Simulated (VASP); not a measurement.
SnO2, 6 atoms in the cell. It takes space group P4_2/mnm (No. 136, tetragonal). The conventional cell has a = 4.738 Å, b = 4.738 Å, c = 3.187 Å, α = 90.00°, β = 90.00°, γ = 90.00°. Within 2.7 Å of Sn (site symmetry mmm) lie 6 O at 2.05 to 2.06 Å. O (site symmetry m2m) has 3 Sn at 2.05 to 2.06 Å and 1 O at 2.59 Å within 2.7 Å. 

| Item | Value |
| --- | --- |
| Program | VASP 6.6.1 |
| Task | relaxation of cell and atoms |
| Functional | LDA |
| Potentials or basis | VASP PAW LDA potentials, release 64 (Sn_d, O) |
| Cutoff | 600 eV |
| k mesh | 6 × 6 × 9 |
| Occupations | gaussian, width 0.01 eV |
| Spin | no spin polarisation |
| Dipole correction | no |
| Further INCAR settings | ALGO = Normal; EDIFF = 1e-07; IBRION = 2; EDIFFG = -0.002; NSW = 80; ISIF = 3 |

Potentials or basis: VASP PAW LDA potentials, release 64 (Sn_d, O).

Command:

```bash
$ cat potpaw_LDA.64/Sn_d/POTCAR potpaw_LDA.64/O/POTCAR > POTCAR
$ mpirun -np 1 vasp_std > vasp.out
```

Hardware: 1 thread of Oxide Virtual Turin-like Processor, with other jobs on the host.

**Question.** How long does it take, and how much memory?

**Answer.** Wall time 11 min on 1 thread of Oxide Virtual Turin-like Processor, with other jobs on the host, peak memory 0.23 GiB. Counts: scf iterations 56, k points 50, ion steps 8.
